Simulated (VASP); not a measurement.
# Al12O in VASP: relaxation of the atoms with LDA

Aim: the relaxation of the atoms of Al12O with LDA.

Everything below comes from runs of VASP 6.6.1. Logs are shortened: lines on timing, memory, paths and dates and some standing lists are left out, and cuts for length are marked.

### Step 1. The cell of the first run

The cell holds a slab with vacuum, 13 atoms: a = 5.634 Å, b = 5.634 Å, c = 20.032 Å, α = 90.00°, β = 90.00°, γ = 120.00°.

### Step 2. Relaxation of the atoms, LDA

File INCAR:

```
PREC = Accurate
ENCUT = 520
EDIFF = 1E-7
ISMEAR = 0
SIGMA = 0.1
LREAL = F
LASPH = T
NELM = 120
ALGO = Normal
ISIF = 2
LWAVE = F
LCHARG = F
LDIPOL = T
IDIPOL = 3
DIPOL = 0.5 0.5 0.324
IBRION = 2
NSW = 36
EDIFFG = -0.025
GGA_COMPAT = F
NELMIN = 4
NELMDL = -8
```

File KPOINTS:

```
Automatic mesh
0
Gamma
  6 6 1
```

File POSCAR:

```
Al12O
1.0
    5.6336864727      0.0000000000      0.0000000000
   -2.8168432363      4.8789156023      0.0000000000
    0.0000000000      0.0000000000     20.0321727095
Al O
12 1
Selective dynamics
Direct
    0.3333333333      0.1666666667      0.1996787896  F F F
    0.3333333333      0.6666666667      0.1996787896  F F F
    0.8333333333      0.1666666667      0.1996787896  F F F
    0.8333333333      0.6666666667      0.1996787896  F F F
    0.1666666667      0.3333333333      0.3128097176  F F F
    0.1666666667      0.8333333333      0.3128097176  F F F
    0.6666666667      0.3333333333      0.3128097176  F F F
    0.6666666667      0.8333333333      0.3128097176  F F F
    0.0000000000      0.0000000000      0.4259234799  F F F
    0.0000000000      0.5000000000      0.4259234799  F F F
    0.5000000000      0.0000000000      0.4259234799  F F F
    0.5000000000      0.5000000000      0.4259234799  F F F
    0.3333333333      0.1666666667      0.4592922940  F F T
```

Potentials or basis: VASP PAW LDA potentials, release 64 (Al, O).

Launch:

```
$ cat potpaw_LDA.64/Al/POTCAR potpaw_LDA.64/O/POTCAR > POTCAR
$ mpirun -np 1 vasp_std > vasp.out
```

OUTCAR:

```text
PREC = Accurate
   ENCUT = 520
   EDIFF = 1E-7
   ISMEAR = 0
   LREAL = F
   LASPH = T
   NELM = 120
   ISIF = 2
   IBRION = 2
   NSW = 36
   EDIFFG = -0.025
   NELMIN = 4
   NELMDL = -8

 ion  position               nearest neighbor table
   1  0.333  0.167  0.200-   5 2.79   6 2.79   7 2.79   2 2.82   2 2.82   3 2.82   3 2.82   4 2.82
                             4 2.82
   2  0.333  0.667  0.200-   6 2.79   5 2.79   8 2.79   1 2.82   1 2.82   4 2.82   4 2.82   3 2.82
                             3 2.82
   3  0.833  0.167  0.200-   7 2.79   8 2.79   5 2.79   4 2.82   4 2.82   1 2.82   1 2.82   2 2.82
                             2 2.82
   4  0.833  0.667  0.200-   8 2.79   7 2.79   6 2.79   3 2.82   3 2.82   2 2.82   2 2.82   1 2.82
                             1 2.82
   5  0.167  0.333  0.313-   9 2.79  12 2.79  10 2.79   1 2.79   2 2.79   3 2.79   6 2.82   6 2.82
                             7 2.82   7 2.82   8 2.82   8 2.82
   6  0.167  0.833  0.313-  10 2.79  11 2.79   9 2.79   2 2.79   1 2.79   4 2.79   5 2.82   5 2.82
                             8 2.82   8 2.82   7 2.82   7 2.82
   7  0.667  0.333  0.313-  11 2.79  10 2.79  12 2.79   3 2.79   4 2.79   1 2.79   8 2.82   8 2.82
                             5 2.82   5 2.82   6 2.82   6 2.82
   8  0.667  0.833  0.313-  12 2.79   9 2.79  11 2.79   4 2.79   3 2.79   2 2.79   7 2.82   7 2.82
                             6 2.82   6 2.82   5 2.82   5 2.82
   9  0.000  0.000  0.426-  13 1.76   5 2.79   8 2.79   6 2.79  10 2.82  10 2.82  11 2.82  11 2.82
                            12 2.82  12 2.82
  10  0.000  0.500  0.426-   6 2.79   7 2.79   5 2.79   9 2.82   9 2.82  12 2.82  12 2.82  11 2.82
                            11 2.82
  11  0.500  0.000  0.426-  13 1.76   7 2.79   6 2.79   8 2.79  12 2.82  12 2.82   9 2.82   9 2.82
                            10 2.82  10 2.82
  12  0.500  0.500  0.426-  13 1.76   8 2.79   5 2.79   7 2.79  11 2.82  11 2.82  10 2.82  10 2.82
                             9 2.82   9 2.82
  13  0.333  0.167  0.459-  12 1.76   9 1.76  11 1.76

  LATTYP: Found a hexagonal cell.
 ALAT       =     5.6336864727
 C/A-ratio  =     3.5557840868

  Lattice vectors:

 A1 = (   5.6336864727,   0.0000000000,   0.0000000000)
 A2 = (  -2.8168432363,   4.8789156023,   0.0000000000)
 A3 = (   0.0000000000,   0.0000000000,  20.0321727095)

Analysis of symmetry for initial positions (statically):
=====================================================================
 Subroutine PRICEL returns:
 Original cell was already a primitive cell.

 Routine SETGRP: Setting up the symmetry group for a
 hexagonal supercell.

 Subroutine GETGRP returns: Found  6 space group operations
 (whereof  2 operations were pure point group operations)
 out of a pool of 24 trial point group operations.

The static configuration has the point symmetry C_1h.
 The point group associated with its full space group is C_3v.

Analysis of symmetry for dynamics (positions and initial velocities):
=====================================================================
 Subroutine PRICEL returns:
 Original cell was already a primitive cell.

 Routine SETGRP: Setting up the symmetry group for a
 hexagonal supercell.

 Subroutine GETGRP returns: Found  6 space group operations
 (whereof  2 operations were pure point group operations)
 out of a pool of 24 trial point group operations.

The dynamic configuration has the point symmetry C_1h.
 The point group associated with its full space group is C_3v.

Analysis of constrained symmetry for selective dynamics:
=====================================================================
 Subroutine PRICEL returns:
 Original cell was already a primitive cell.

 Routine SETGRP: Setting up the symmetry group for a
 hexagonal supercell.

 Subroutine GETGRP returns: Found  6 space group operations
 (whereof  2 operations were pure point group operations)
 out of a pool of 24 trial point group operations.

The constrained configuration has the point symmetry C_1h.
 The point group associated with its full space group is C_3v.

 Subroutine INISYM returns: Found  6 space group operations
 (whereof  2 operations are pure point group operations),
 and found     1 'primitive' translations

----------------------------------------------------------------------------------------

[... 88 lines left out ...]
   ISTART =      0    job   : 0-new  1-cont  2-samecut
   ICHARG =      2    charge: 1-file 2-atom 10-const
   ISPIN  =      1    spin polarized calculation?
   LNONCOLLINEAR =      F non collinear calculations
   LSORBIT =      F    spin-orbit coupling
   LASPH  =      T    aspherical Exc in radial PAW
   ENCUT  =  520.0 eV  38.22 Ry    6.18 a.u.  10.47 10.47 37.25*2*pi/ulx,y,z
   NELM   =    120;   NELMIN=  4; NELMDL= -8     # of ELM steps
   EDIFF  = 0.1E-06   stopping-criterion for ELM
   LREAL  =      F    real-space projection
   EDIFFG = -.3E-01   stopping-criterion for IOM
   NSW    =     36    number of steps for IOM
   IBRION =      2    ionic relax: 0-MD 1-quasi-New 2-CG
   NFREE  =      1    steps in history (QN), initial steepest desc. (CG)
   ISIF   =      2    stress and relaxation
   ISYM   =      2    0-nonsym 1-usesym 2-fastsym
   POTIM  = 0.5000    time-step for ionic-motion
   TEBEG  =    0.0;   TEEND  =   0.0 temperature during run
   PSTRESS=    0.0 pullay stress
   NELECT =      42.0000    total number of electrons
   NUPDOWN=      -1.0000    fix difference up-down
   EMIN   =  10.00;   EMAX   =-10.00  energy-range for DOS
   EFERMI =   0.00;   METHOD = LEGACY
   ISMEAR =     0;   SIGMA  =   0.10  broadening in eV -4-tet -1-fermi 0-gaus
   EFERMI_NEDOS =   21; number of points for ismear=-14 and -15
   IALGO  =     38    algorithm
   IMIX   =      4    mixing-type and parameters
     AMIX     =   0.40;   BMIX     =  1.00
     AMIX_MAG =   1.60;   BMIX_MAG =  1.00
  volume/ion in A,a.u.               =      42.35       285.82
  Fermi-wavevector in a.u.,A,eV,Ry     =   0.694294  1.312025  6.558604  0.482044
  Thomas-Fermi vector in A             =   1.776747
   LORBIT       =      0    0 simple, 1 ext, 2 COOP (PROOUT), +10 PAW based schemes
   GGA     = CA    functional components
   LHFCALC =     F    Hartree Fock is set to
   AEXX    =    0.0000 exact exchange contribution
   IVDW    =     0    specifies the selected vdW correction
   LEPSILON=     F    determine dielectric tensor
   LRPA    =     F    only Hartree local field effects (RPA)
 conjugate gradient relaxation of ions
 non-spin polarized calculation
 Gauss-broadening in eV      SIGMA  =   0.10
  energy-cutoff  :      520.00
  volume of cell :      550.61
 maximum number of plane-waves:     14919
 NGX is ok and might be reduce to    42
   NGX = 21   NGY = 21   NGZ = 75

--------------------------------------- Ionic step        1  -------------------------------------------

 number of electron      42.0000003 magnetization

 Free energy of the ion-electron system (eV)
  ---------------------------------------------------
  ext. energy  EPLUGINS =         0.00000000
  ---------------------------------------------------
  free energy    TOTEN  =       -57.00005776 eV

  energy without entropy =      -56.96393238  energy(sigma->0) =      -56.98199507

------------------------ aborting loop because EDIFF is reached ----------------------------------------

  FORCE on cell =-STRESS in cart. coord.  units (eV):
  Direction    XX          YY          ZZ          XY          YZ          ZX
  --------------------------------------------------------------------------------------
  -------------------------------------------------------------------------------------
  Total       -0.1515536     -0.1515536      2.3750908     -0.0000000      0.0000000     -0.0000000
  in kB       -0.4409943     -0.4409943      6.9110934     -0.0000000      0.0000000     -0.0000000
  external PRESSURE =       2.0097016 kB  Pullay stress =       0.0000000 kB
[... 36 lines left out ...]
 number of electron      42.0000000 magnetization

------------------------ aborting loop because EDIFF is reached ----------------------------------------

 vacuum level on the upper side and lower side of the slab       (xc-potential included)        -0.038        -0.016

  FORCE on cell =-STRESS in cart. coord.  units (eV):
  Direction    XX          YY          ZZ          XY          YZ          ZX
  --------------------------------------------------------------------------------------
  -------------------------------------------------------------------------------------
  Total       -1.4594546     -1.4594546      1.6289793     -0.0000000      0.0000000      0.0000000
  in kB       -4.2467544     -4.2467544      4.7400412     -0.0000000      0.0000000      0.0000000
  external PRESSURE =      -1.2511559 kB  Pullay stress =       0.0000000 kB
[... 28 lines left out ...]
  FREE ENERGIE OF THE ION-ELECTRON SYSTEM (eV)
  ---------------------------------------------------
  free  energy   TOTEN  =       -57.1115709506 eV

  energy  without entropy=      -57.0751442083  energy(sigma->0) =      -57.09335758

 dipolmoment           0.000000      0.000000     -0.003526 electrons x Angstroem

--------------------------------------- Ionic step        3  -------------------------------------------

 number of electron      42.0000003 magnetization

 dipolmoment           0.000000      0.000000      0.016833 electrons x Angstroem

 Free energy of the ion-electron system (eV)
  ---------------------------------------------------
  ext. energy  EPLUGINS =         0.00000000
  ---------------------------------------------------
  free energy    TOTEN  =       -57.14774528 eV

  energy without entropy =      -57.11066104  energy(sigma->0) =      -57.12920316

 E-fermi :   0.3240     XC(G=0):  -4.5988

 val. band max:        0.2913607772   @ k =   0.3333   0.1667   0.0000
 cond. band min:       0.3847918263   @ k =   0.1667  -0.0000   0.0000
 fundamental gap:      0.0934310491
 Fermi energy:         0.3239713015

 k-point     1 :       0.0000    0.0000    0.0000
  band No.  band energies     occupation
      1     -19.9196      2.00000
      2     -10.4969      2.00000
      3      -8.5769      2.00000
      4      -6.9141      2.00000
      5      -6.9141      2.00000
      6      -5.7221      2.00000
[... 206 lines left out ...]
     27       2.6938      0.00000
     28       3.1127      0.00000

------------------------ aborting loop because EDIFF is reached ----------------------------------------

 vacuum level on the upper side and lower side of the slab       (xc-potential included)         0.041        -0.072

  FORCE on cell =-STRESS in cart. coord.  units (eV):
  Direction    XX          YY          ZZ          XY          YZ          ZX
  --------------------------------------------------------------------------------------
  -------------------------------------------------------------------------------------
  Total       -2.5425900     -2.5425900      0.8366500     -0.0000000     -0.0000000     -0.0000000
  in kB       -7.3984865     -7.3984865      2.4345032     -0.0000000     -0.0000000     -0.0000000
  external PRESSURE =      -4.1208233 kB  Pullay stress =       0.0000000 kB
[... 28 lines left out ...]
  FREE ENERGIE OF THE ION-ELECTRON SYSTEM (eV)
  ---------------------------------------------------
  free  energy   TOTEN  =       -57.1477452791 eV

  energy  without entropy=      -57.1106610411  energy(sigma->0) =      -57.12920316

 reached required accuracy - stopping structural energy minimisation

 vacuum level on the upper side and lower side of the slab         4.472         4.361
```

It took 6.4 min on 1 thread of Intel Xeon Platinum 8559C (Emerald Rapids), shared host; peak memory 0.49 GiB.

Results:

- Free energy: -57.1477 eV
- Energy gained by relaxing: 11.4 meV/atom
- Ionic steps: 3
- Band gap on the k mesh: zero (bands 21 and 22 overlap by 0.53 eV)

Step by step:
```tsv
step	energy change (eV)	largest force on free atoms (eV/Å)	pressure (GPa)
1	0.0000	1.7512	0.20
2	-0.1115	0.8793	-0.13
3	-0.1477	0.0234	-0.41
```

Final structure:
```
Al O
1.0
     5.63369    0.00000    0.00000
    -2.81684    4.87892    0.00000
     0.00000    0.00000   20.03217
Al O
12 1
Direct
  0.33333 0.16667 0.19968
  0.33333 0.66667 0.19968
  0.83333 0.16667 0.19968
  0.83333 0.66667 0.19968
  0.16667 0.33333 0.31281
  0.16667 0.83333 0.31281
  0.66667 0.33333 0.31281
  0.66667 0.83333 0.31281
  0.00000 0.00000 0.42592
  0.00000 0.50000 0.42592
  0.50000 0.00000 0.42592
  0.50000 0.50000 0.42592
  0.33333 0.16667 0.46751
```

Levels at points of the mesh, in eV from the Fermi level:
```csv
k point,band 18,band 19,band 20,band 21,band 22,band 23,band 24,band 25
"(0.00, 0.00, 0.00)",-2.58,-2.58,-1.62,-0.38,-0.38,-0.24,0.77,0.88
"(0.50, 0.00, 0.00)",-1.03,-0.58,-0.37,-0.31,0.26,0.83,1.27,1.43
```
